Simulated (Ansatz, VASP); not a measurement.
## One calculation of BaS, two programs

Contents of INCAR:

```
  PREC = Accurate
  ENCUT = 520
  EDIFF = 1E-8
  ISMEAR = -1
  SIGMA = 0.02
  LREAL = F
  LASPH = T
  NELM = 100
  ALGO = Normal
  ISIF = 2
  LWAVE = F
  LCHARG = F
  GGA = PE
  LEFG = T
  NBANDS = 15
```

The input KPOINTS:

```
regular mesh
0
Gamma
  8 8 8
```

File POSCAR:

```
BaS
1.0
    0.0000000000      3.1937500000      3.1618125000
    3.1937500000      0.0000000000      3.1618125000
    3.1937500000      3.1937500000      0.0000000000
Ba S
1 1
Direct
    0.0000000000      0.0000000000      0.0000000000
    0.5000000000      0.5000000000      0.5000000000
```

Input for Ansatz:

```yaml
crystal:
  lattice:
    - [0.0, 3.19375, 3.1618125]
    - [3.19375, 0.0, 3.1618125]
    - [3.19375, 3.19375, 0.0]
  atoms:
    - { symbol: Ba, position: [0.0, 0.0, 0.0] }
    - { symbol: S, position: [0.5, 0.5, 0.5] }
kpoints:
  mp_grid: { grid: [8, 8, 8] }
scf:
  occupations: { method: fermi_dirac, width: 0.02 }
hamiltonian:
  xc: pbe
  pseudopotentials: { kind: all_electron, datasets: crystal }
output:
  forces: true
  stress: true
  eigenvalues: true
  efg: { contact_densities: true }
```

Change from the starting cell: zz strain of -1 %, crystal datasets.

Alike in both runs: task electric field gradients; functional PBE; k mesh 8 × 8 × 8; occupations fermi-dirac, width 0.02 eV; no spin polarisation.

```csv
,VASP,Ansatz
version,VASP 6.6.1,Ansatz 0.2.0
potentials or method,"VASP PAW PBE potentials, release 64 (Ba_sv, S), cutoff 520 eV","all-electron PAW with datasets made for the crystal, scalar-relativistic"
```

Ansatz gave:

```
gap on the k mesh at the Fermi level (eV)                     : 2.16
pressure (GPa)                                                : 1.3
traceless stress, the component that is largest in VASP (GPa) : 0.57
size of Vzz on the site where it differs most (V/Å²)          : 12.9
```

**Question.** Which values does VASP return?

**Answer.** gap on the k mesh at the Fermi level (eV): 2.06; pressure (GPa): 1.9; traceless stress, the component that is largest in VASP (GPa): 0.63; size of Vzz on the site where it differs most (V/Å²): 13.7.

Ansatz ran all-electron here, and VASP with PAW potentials.

Neither program's run includes spin-orbit coupling.
